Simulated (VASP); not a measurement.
# PbSe (Fm-3m) in VASP: further runs, part 2 of 2

VASP 6.6.1. The steps go on from the part before.

### 4 Single point, PBE

This run uses another cell than the first one, of 29.53 Å³/atom, 0.982 times its volume.

INCAR reads:

```
ALGO = Normal ; EDIFF = 1E-6
ENCUT = 500 ; GGA = PE
GGA_COMPAT = F ; ISIF = 2
ISMEAR = 0 ; LASPH = T
LCHARG = F ; LREAL = F
LWAVE = F ; NBANDS = 17
NELM = 120 ; PREC = Accurate
SIGMA = 0.1
```

KPOINTS reads:

```
k-points
0
Gamma
  6 6 6
```

POSCAR reads:

```
PbSe
1.0
    0.0000000000      3.0908236500      3.0908236500
    3.0908236500      0.0000000000      3.0908236500
    3.0908236500      3.0908236500      0.0000000000
Pb Se
1 1
Direct
    0.0000000000      0.0000000000      0.0000000000
    0.5000000000      0.5000000000      0.5000000000
```

Potentials or basis: VASP PAW PBE potentials, release 64 (Pb_d, Se).

Run with:

```bash
$ cat potpaw_PBE.64/Pb_d/POTCAR potpaw_PBE.64/Se/POTCAR > POTCAR
$ mpirun -np 1 vasp_std > vasp.out
```

OUTCAR:

```text
EDIFF = 1E-6
   ENCUT = 500
   GGA = PE
   ISIF = 2
   ISMEAR = 0
   LASPH = T
   LREAL = F
   NELM = 120
   PREC = Accurate

 ion  position               nearest neighbor table
   1  0.000  0.000  0.000-   2 3.09   2 3.09   2 3.09   2 3.09   2 3.09   2 3.09
   2  0.500  0.500  0.500-   1 3.09   1 3.09   1 3.09   1 3.09   1 3.09   1 3.09

  LATTYP: Found a face centered cubic cell.
 ALAT       =     6.1816473000

  Lattice vectors:

 A1 = (   0.0000000000,   3.0908236500,   3.0908236500)
 A2 = (   3.0908236500,   0.0000000000,   3.0908236500)
 A3 = (   3.0908236500,   3.0908236500,   0.0000000000)

Analysis of symmetry for initial positions (statically):
=====================================================================
 Subroutine PRICEL returns:
 Original cell was already a primitive cell.

 Routine SETGRP: Setting up the symmetry group for a
 face centered cubic supercell.

 Subroutine GETGRP returns: Found 48 space group operations
 (whereof 48 operations were pure point group operations)
 out of a pool of 48 trial point group operations.

The static configuration has the point symmetry O_h .

Analysis of symmetry for dynamics (positions and initial velocities):
=====================================================================
 Subroutine PRICEL returns:
 Original cell was already a primitive cell.

 Routine SETGRP: Setting up the symmetry group for a
 face centered cubic supercell.

 Subroutine GETGRP returns: Found 48 space group operations
 (whereof 48 operations were pure point group operations)
 out of a pool of 48 trial point group operations.

The dynamic configuration has the point symmetry O_h .

 Subroutine INISYM returns: Found 48 space group operations
 (whereof 48 operations are pure point group operations),
[... 99 lines left out ...]
   NUPDOWN=      -1.0000    fix difference up-down
   EMIN   =  10.00;   EMAX   =-10.00  energy-range for DOS
   EFERMI =   0.00;   METHOD = LEGACY
   ISMEAR =     0;   SIGMA  =   0.10  broadening in eV -4-tet -1-fermi 0-gaus
   EFERMI_NEDOS =   21; number of points for ismear=-14 and -15
   IALGO  =     38    algorithm
   IMIX   =      4    mixing-type and parameters
     AMIX     =   0.40;   BMIX     =  1.00
     AMIX_MAG =   1.60;   BMIX_MAG =  1.00
  volume/ion in A,a.u.               =      29.53       199.26
  Fermi-wavevector in a.u.,A,eV,Ry     =   1.141127  2.156417 17.717106  1.302171
  Thomas-Fermi vector in A             =   2.277828
   LORBIT       =      0    0 simple, 1 ext, 2 COOP (PROOUT), +10 PAW based schemes
   GGA     = PE    functional components
   LHFCALC =     F    Hartree Fock is set to
   AEXX    =    0.0000 exact exchange contribution
   IVDW    =     0    specifies the selected vdW correction
   LEPSILON=     F    determine dielectric tensor
   LRPA    =     F    only Hartree local field effects (RPA)
 non-spin polarized calculation
 Gauss-broadening in eV      SIGMA  =   0.10
  energy-cutoff  :      500.00
  volume of cell :       59.05
 maximum number of plane-waves:      1524
   NGX = 15   NGY = 15   NGZ = 15

 number of electron      19.9999993 magnetization

 Free energy of the ion-electron system (eV)
  ---------------------------------------------------
  ext. energy  EPLUGINS =         0.00000000
  ---------------------------------------------------
  free energy    TOTEN  =        -8.19846735 eV

  energy without entropy =       -8.19841781  energy(sigma->0) =       -8.19844258

 E-fermi :   4.8784     XC(G=0):  -9.3960

 val. band max:        4.6849126612   @ k =   0.5000   0.0000   0.0000
 cond. band min:       5.0717980682   @ k =   0.5000   0.0000   0.0000
 fundamental gap:      0.3868854069
 Fermi energy:         4.8783553705

 k-point     1 :       0.0000    0.0000    0.0000
  band No.  band energies     occupation
      1     -12.0815      2.00000
      2     -12.0815      2.00000
      3     -12.0815      2.00000
      4     -12.0762      2.00000
      5     -12.0762      2.00000
      6      -8.6421      2.00000
[... 297 lines left out ...]
      4     -12.0563      2.00000
      5     -12.0419      2.00000
      6      -7.2957      2.00000
[... 9 lines left out ...]
     16      16.2487      0.00000
     17      17.3363      0.00000

------------------------ aborting loop because EDIFF is reached ----------------------------------------

  FORCE on cell =-STRESS in cart. coord.  units (eV):
  Direction    XX          YY          ZZ          XY          YZ          ZX
  --------------------------------------------------------------------------------------
  -------------------------------------------------------------------------------------
  Total        0.2899625      0.2899625      0.2899625     -0.0000000     -0.0000000      0.0000000
  in kB        7.8668302      7.8668302      7.8668302     -0.0000000     -0.0000000      0.0000000
  external PRESSURE =       7.8668302 kB  Pullay stress =       0.0000000 kB

 VOLUME and BASIS-vectors are now :
 -----------------------------------------------------------------------------
  energy-cutoff  :      500.00
  volume of cell :       59.05
      direct lattice vectors                 reciprocal lattice vectors
     0.000000000  3.090823650  3.090823650    -0.161769178  0.161769178  0.161769178
     3.090823650  0.000000000  3.090823650     0.161769178 -0.161769178  0.161769178
     3.090823650  3.090823650  0.000000000     0.161769178  0.161769178 -0.161769178

 POSITION                                       TOTAL-FORCE (eV/Angst)
 -----------------------------------------------------------------------------------
      0.00000      0.00000      0.00000         0.000000      0.000000     -0.000000
      3.09082      3.09082      3.09082        -0.000000     -0.000000      0.000000
 -----------------------------------------------------------------------------------
    total drift:                                0.000000     -0.000000     -0.000000

  FREE ENERGIE OF THE ION-ELECTRON SYSTEM (eV)
  ---------------------------------------------------
  free  energy   TOTEN  =        -8.1984673512 eV

  energy  without entropy=       -8.1984178144  energy(sigma->0) =       -8.19844258
```

OSZICAR:

```text
N       E                     dE             d eps       ncg     rms          rms(c)
DAV:   1     0.156214414529E+03    0.15621E+03   -0.93806E+03   544   0.116E+03
DAV:   2     0.277587894207E+01   -0.15344E+03   -0.14808E+03   584   0.303E+02
DAV:   3    -0.825738090817E+01   -0.11033E+02   -0.10969E+02   685   0.874E+01
DAV:   4    -0.849756312078E+01   -0.24018E+00   -0.24007E+00   696   0.147E+01
DAV:   5    -0.850564516773E+01   -0.80820E-02   -0.80818E-02   747   0.262E+00    0.273E+00
DAV:   6    -0.819935798503E+01    0.30629E+00   -0.77395E-01   783   0.582E+00    0.151E+00
DAV:   7    -0.819536154979E+01    0.39964E-02   -0.12613E-01   682   0.166E+00    0.849E-01
DAV:   8    -0.819898718883E+01   -0.36256E-02   -0.14666E-02   654   0.128E+00    0.189E-01
DAV:   9    -0.819837620150E+01    0.61099E-03   -0.33500E-03   801   0.531E-01    0.555E-02
DAV:  10    -0.819846058638E+01   -0.84385E-04   -0.24869E-04   615   0.900E-02    0.206E-02
DAV:  11    -0.819846715788E+01   -0.65715E-05   -0.53863E-05   708   0.729E-02    0.731E-03
DAV:  12    -0.819846735118E+01   -0.19330E-06   -0.30493E-06   687   0.134E-02
   1 F= -.81984674E+01 E0= -.81984426E+01  d E =-.495368E-04
```

stdout:

```text
POSCAR found type information on POSCAR PbSe
 POSCAR found :  2 types and       2 ions
 scaLAPACK will be used
 LDA part: xc-table for (Slater+PW92), standard interpolation
 POSCAR, INCAR and KPOINTS ok, starting setup
 FFT: planning ... GRIDC
 FFT: planning ... GRID_SOFT
 FFT: planning ... GRID
 WAVECAR not read
 entering main loop
```

It took 16 s on 1 thread of AMD EPYC 9R45 (Zen 5), shared host; peak memory 0.14 GiB.

Results:

* Free energy: -8.1985 eV
* Pressure: 0.8 GPa
* Band gap on the k mesh: 0.39 eV, direct

Caveat: spin-orbit coupling is left out, which moves the levels of the heavy elements.

### 5 Summary

| task | cell | k mesh | cutoff (eV) | smearing | gap on the mesh (eV) | pressure (GPa) |
| --- | --- | --- | --- | --- | --- | --- |
| single point | a = 4.397 Å, angles 60.0°, 2 atoms | 10 × 10 × 10 | 520 | gaussian 0.02 eV | 0.44 | 0.0 |
| relaxation of cell and atoms | relaxed from a = 4.371 Å, angles 60.0°, 2 atoms | 10 × 10 × 10 | 600 | gaussian 0.02 eV | 0.44 | 0.0 |
| single point | a = 4.371 Å, angles 60.0°, 2 atoms | 6 × 6 × 6 | 500 | gaussian 0.1 eV | 0.39 | 0.8 |

Alike in all rows: level PBE; potentials or basis VASP PAW PBE potentials, release 64 (Pb_d, Se); no spin polarisation.

Caveats: spin-orbit coupling is left out, which moves the levels of the heavy elements.

Total energies depend on the potentials used, so only differences within one code and one set of settings carry meaning.
